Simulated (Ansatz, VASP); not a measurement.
# Sc: VASP beside Ansatz

```
Sc
1.0
     0.00000    2.32302    2.32302
     2.32302    0.00000    2.32302
     2.32302    2.32302    0.00000
Sc
1
Direct
  0.00000 0.00000 0.00000
```

Alike in both runs: task single point; functional BLYP; k mesh 13 × 13 × 13; occupations fermi-dirac, width 0.1 eV; no spin polarisation.

|  | VASP | Ansatz |
| --- | --- | --- |
| version | VASP 6.6.1 | Ansatz 0.2.0 |
| potentials or method | VASP PAW PBE potentials, release 64 (Sc_sv), cutoff 520 eV | plane waves (420 eV) with PAW, scalar-relativistic |
| valence electrons in the cell | 11 | 11 |

|  | VASP | Ansatz | Ansatz less VASP |
| --- | --- | --- | --- |
| pressure (GPa) | 0.0 | 0.0 | -0.01 |

VASP's potentials were made for PBE, not for BLYP.
